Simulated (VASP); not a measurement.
# Ru (Cmcm) in VASP: further runs, part 2 of 2

VASP 6.6.1. The steps go on from the part before.

## Step 4: Single point, PBE (strain +0.1125 x Voigt [1, -1, 0, 0, 0, 0])

Contents of INCAR:

```
ALGO     = Fast           # electronic algorithm
EDIFF    = 1E-7           # SCF threshold, eV
ENCUT    = 520            # plane-wave cutoff, eV
GGA      = PE             # functional
ISIF     = 2              # what is computed and relaxed
ISMEAR   = 0              # smearing method
LASPH    = True           # aspherical terms in the spheres
LCHARG   = True           # write CHGCAR
LELF     = True           # ELF
LREAL    = False          # projectors in reciprocal space
LVHAR    = True         
LWAVE    = False          # write WAVECAR
NBANDS   = 21             # bands
NELM     = 80             # most SCF steps
PREC     = Accurate       # precision mode
SIGMA    = 0.15           # smearing width, eV
```

Contents of KPOINTS:

```
k-points
0
Gamma
  24 24 12
```

Contents of POSCAR:

```
Ru
1.0
    3.0102017593      0.0000000000      0.0000000000
   -1.5051008797      2.0796707279      0.0000000000
    0.0000000000      0.0000000000      4.2819000000
Ru
2
Direct
    0.3333333333      0.6666666667      0.2500000000
    0.6666666667      0.3333333333      0.7500000000
```

On the command line:

```bash
cat potpaw_PBE.64/Ru_pv/POTCAR > POTCAR
mpirun -np 1 vasp_std > vasp.out
```

Wall time 5.9 min (1 thread of AMD EPYC 9R45 (Zen 5), shared host); peak memory 0.51 GiB.

Results (log left out):

| Property | Result |
| --- | --- |
| Free energy | -17.7135 eV |
| Pressure | 19.0 GPa |
| Largest force | 0.840 eV/Å |
| Band gap on the k mesh | zero (bands 14 and 15 overlap by 3.21 eV) |

Forces on the atoms (eV/Å):
```
Ru   0.000 -0.840  0.000
Ru   0.000  0.840  0.000
```

Stress tensor (GPa, compression positive):
```
-5.58  0.00  0.00
 0.00 55.92  0.00
 0.00  0.00  6.53
```

Levels at points of the mesh, in eV from the Fermi level:
```csv
k point,band 10,band 11,band 12,band 13,band 14,band 15,band 16,band 17,band 18,band 19
"(0.00, 0.00, 0.00)",-3.76,-2.69,-1.58,-1.18,-0.47,-0.08,0.78,1.17,1.51,10.32
"(0.50, 0.00, 0.00)",-3.03,-2.34,-2.15,-1.52,0.45,0.83,1.93,3.99,5.88,10.38
"(0.00, 0.50, 0.00)",-4.51,-1.96,-1.13,-0.28,1.47,2.30,2.67,5.25,8.06,9.45
"(0.00, 0.00, 0.50)",-4.53,-3.00,-3.00,-1.02,-1.02,0.15,0.15,1.14,1.14,10.45
"(0.50, 0.00, 0.50)",-4.73,-0.60,-0.60,0.14,0.14,0.97,0.97,3.17,3.17,9.93
"(0.00, 0.50, 0.50)",-4.57,-2.26,-2.26,0.77,0.77,2.49,2.49,4.93,4.93,10.45
```

Caveat: the cell differs from its parent crystal (strain +0.1125 x Voigt [1, -1, 0, 0, 0, 0]); the cell stands under pressure.

## Step 5: Single point, PBE (strain -0.1125 x Voigt [1, -1, 0, 0, 0, 0])

Contents of INCAR:

```
PREC = Accurate ; ENCUT = 520
EDIFF = 1E-6 ; ISMEAR = 0
SIGMA = 0.15 ; LREAL = F
LASPH = T ; NELM = 100
ALGO = Fast ; ISIF = 2
LWAVE = F ; LCHARG = F
GGA = PE ; NBANDS = 21
```

Contents of KPOINTS:

```
Automatic mesh
0
Gamma
  24 24 12
```

Contents of POSCAR:

```
Ru
1.0
    2.4013969091      0.0000000000      0.0000000000
   -1.2006984546      2.6069111941      0.0000000000
    0.0000000000      0.0000000000      4.2819000000
Ru
2
Direct
    0.3333333333      0.6666666667      0.2500000000
    0.6666666667      0.3333333333      0.7500000000
```

Potentials or basis: VASP PAW PBE potentials, release 64 (Ru_pv).

On the command line:

```bash
cat potpaw_PBE.64/Ru_pv/POTCAR > POTCAR
mpirun -np 1 vasp_std > vasp.out
```

OUTCAR:

```text
PREC = Accurate
   ENCUT = 520
   EDIFF = 1E-6
   ISMEAR = 0
   LREAL = F
   LASPH = T
   NELM = 100
   ISIF = 2
   GGA = PE

 ion  position               nearest neighbor table
   1  0.333  0.667  0.250-   2 2.60   2 2.60   2 2.60   2 2.60   2 2.76   2 2.76
   2  0.667  0.333  0.750-   1 2.60   1 2.60   1 2.60   1 2.60   1 2.76   1 2.76

  LATTYP: Found a base centered orthorhombic cell.
 ALAT       =     2.4013969091
 B/A-ratio  =     2.1711622799
 C/A-ratio  =     1.7830871622

  Lattice vectors:

 A1 = (   1.2006984546,  -2.6069111941,   0.0000000000)
 A2 = (   1.2006984545,   2.6069111941,   0.0000000000)
 A3 = (   0.0000000000,   0.0000000000,   4.2819000000)

Analysis of symmetry for initial positions (statically):
=====================================================================
 Subroutine PRICEL returns:
 Original cell was already a primitive cell.

 Routine SETGRP: Setting up the symmetry group for a
 base centered orthorhombic supercell.

 Subroutine GETGRP returns: Found  8 space group operations
 (whereof  4 operations were pure point group operations)
 out of a pool of  8 trial point group operations.

The static configuration has the point symmetry C_2h.
 The point group associated with its full space group is D_2h.

Analysis of symmetry for dynamics (positions and initial velocities):
=====================================================================
 Subroutine PRICEL returns:
 Original cell was already a primitive cell.

 Routine SETGRP: Setting up the symmetry group for a
 base centered orthorhombic supercell.

 Subroutine GETGRP returns: Found  8 space group operations
 (whereof  4 operations were pure point group operations)
 out of a pool of  8 trial point group operations.

The dynamic configuration has the point symmetry C_2h.
 The point group associated with its full space group is D_2h.

 Subroutine INISYM returns: Found  8 space group operations
[... 107 lines left out ...]
   PSTRESS=    0.0 pullay stress
   NELECT =      28.0000    total number of electrons
   NUPDOWN=      -1.0000    fix difference up-down
   EMIN   =  10.00;   EMAX   =-10.00  energy-range for DOS
   EFERMI =   0.00;   METHOD = LEGACY
   ISMEAR =     0;   SIGMA  =   0.15  broadening in eV -4-tet -1-fermi 0-gaus
   EFERMI_NEDOS =   21; number of points for ismear=-14 and -15
   IALGO  =     68    algorithm
   IMIX   =      4    mixing-type and parameters
     AMIX     =   0.40;   BMIX     =  1.00
     AMIX_MAG =   1.60;   BMIX_MAG =  1.00
  volume/ion in A,a.u.               =      13.40        90.45
  Fermi-wavevector in a.u.,A,eV,Ry     =   1.661060  3.138948 37.540103  2.759120
  Thomas-Fermi vector in A             =   2.748189
   LORBIT       =      0    0 simple, 1 ext, 2 COOP (PROOUT), +10 PAW based schemes
   GGA     = PE    functional components
   LHFCALC =     F    Hartree Fock is set to
   AEXX    =    0.0000 exact exchange contribution
   IVDW    =     0    specifies the selected vdW correction
   LEPSILON=     F    determine dielectric tensor
   LRPA    =     F    only Hartree local field effects (RPA)
 non-spin polarized calculation
 RMM-DIIS sequential band-by-band and
 Gauss-broadening in eV      SIGMA  =   0.15
  energy-cutoff  :      520.00
  volume of cell :       26.81
 maximum number of plane-waves:       748
 NGX is ok and might be reduce to    18
   NGX =  9   NGY = 11   NGZ = 15

 number of electron      28.0000007 magnetization

 Free energy of the ion-electron system (eV)
  ---------------------------------------------------
  ext. energy  EPLUGINS =         0.00000000
  ---------------------------------------------------
  free energy    TOTEN  =       -17.45655805 eV

  energy without entropy =      -17.43295965  energy(sigma->0) =      -17.44475885

 E-fermi :  13.1763     XC(G=0): -14.1619

 val. band max:       13.1746950752   @ k =   0.2083   0.0417   0.2500
 cond. band min:      13.1765979699   @ k =   0.2500   0.3333   0.2500
 fundamental gap:      0.0019028947
 Fermi energy:        13.1763268238

 k-point     1 :       0.0000    0.0000    0.0000
  band No.  band energies     occupation
      1     -30.5824      2.00000
      2     -29.7499      2.00000
      3     -29.5767      2.00000
      4     -29.3943      2.00000
      5     -29.3149      2.00000
      6     -29.1512      2.00000
[... 565 lines left out ...]
     20      25.1972      0.00000
     21      25.4012      0.00000

 [... further k-points ...]
[... 5 lines left out ...]
  --------------------------------------------------------------------------------------
  -------------------------------------------------------------------------------------
  Total       13.7588575     -3.6662793      1.7422520      0.0000000     -0.0000000      0.0000000
  in kB      822.3680926   -219.1338289    104.1345536      0.0000000     -0.0000000      0.0000000
  external PRESSURE =     235.7896058 kB  Pullay stress =       0.0000000 kB

 VOLUME and BASIS-vectors are now :
 -----------------------------------------------------------------------------
  energy-cutoff  :      520.00
  volume of cell :       26.81
      direct lattice vectors                 reciprocal lattice vectors
     2.401396909  0.000000000  0.000000000     0.416424289  0.191797865  0.000000000
    -1.200698455  2.606911194  0.000000000     0.000000000  0.383595729  0.000000000
     0.000000000  0.000000000  4.281900000     0.000000000  0.000000000  0.233541185

 POSITION                                       TOTAL-FORCE (eV/Angst)
 -----------------------------------------------------------------------------------
     -0.00000      1.73794      1.07048        -0.000000      0.528518     -0.000000
      1.20070      0.86897      3.21143         0.000000     -0.528518      0.000000
 -----------------------------------------------------------------------------------
    total drift:                                0.000000     -0.000000      0.000000

  FREE ENERGIE OF THE ION-ELECTRON SYSTEM (eV)
  ---------------------------------------------------
  free  energy   TOTEN  =       -17.4565580549 eV

  energy  without entropy=      -17.4329596468  energy(sigma->0) =      -17.44475885
```

stdout:

```text
POSCAR found type information on POSCAR Ru
 POSCAR found :  1 types and       2 ions
 scaLAPACK will be used
 LDA part: xc-table for (Slater+PW92), standard interpolation
 POSCAR, INCAR and KPOINTS ok, starting setup
 FFT: planning ... GRIDC
 FFT: planning ... GRID_SOFT
 FFT: planning ... GRID
 WAVECAR not read
 entering main loop
WARNING in EDDRMM: call to ZHEGV failed, returncode =   8  4     21
WARNING in EDDRMM: call to ZHEGV failed, returncode =   8  4     21
WARNING in EDDRMM: call to ZHEGV failed, returncode =   6  3     20
WARNING in EDDRMM: call to ZHEGV failed, returncode =   8  4     19
```

Run time: 4.4 min. Hardware: 1 thread of AMD EPYC 9R45 (Zen 5), shared host; peak memory 0.51 GiB.

What came out:

```
Free energy            : -17.4566 eV
Pressure               : 23.6 GPa
Largest force          : 0.529 eV/Å
Band gap on the k mesh : zero (bands 14 and 15 overlap by 2.79 eV)
```

Forces on the atoms (eV/Å):
```
Ru   0.000  0.529  0.000
Ru   0.000 -0.529  0.000
```

Stress tensor (GPa, compression positive):
```
 82.24   0.00   0.00
  0.00 -21.91   0.00
  0.00   0.00  10.41
```

Caveat: the cell differs from its parent crystal (strain -0.1125 x Voigt [1, -1, 0, 0, 0, 0]); the cell stands under pressure.

## Step 6: Overview

| cell | further INCAR settings | gap on the mesh (eV) | pressure (GPa) | largest force (eV/Å) |
| --- | --- | --- | --- | --- |
| a = 2.807, b = 2.657, c = 4.282 Å, angles 90.0, 90.0, 121.9°, 2 atoms | ALGO = Fast; EDIFF = 1e-06; NBANDS = 21 | none | 6.2 | 0.22 |
| a = 2.604, b = 2.758, c = 4.282 Å, angles 90.0, 90.0, 118.2°, 2 atoms | ALGO = Fast; EDIFF = 1e-06; NBANDS = 21 | none | 6.4 | 0.19 |
| a = 3.010, b = 2.567, c = 4.282 Å, angles 90.0, 90.0, 125.9°, 2 atoms | ALGO = Fast; EDIFF = 1e-07; NBANDS = 21 | none | 19.0 | 0.84 |
| a = 2.401, b = 2.870, c = 4.282 Å, angles 90.0, 90.0, 114.7°, 2 atoms | ALGO = Fast; EDIFF = 1e-06; NBANDS = 21 | none | 23.6 | 0.53 |

Alike in all rows: task single point; level PBE; potentials or basis VASP PAW PBE potentials, release 64 (Ru_pv); no spin polarisation; k mesh 24 × 24 × 12; cutoff (eV) 520; smearing gaussian 0.15 eV.

Caveats: the cell stands under pressure.

Absolute energies hang on the potentials; compare differences alone.
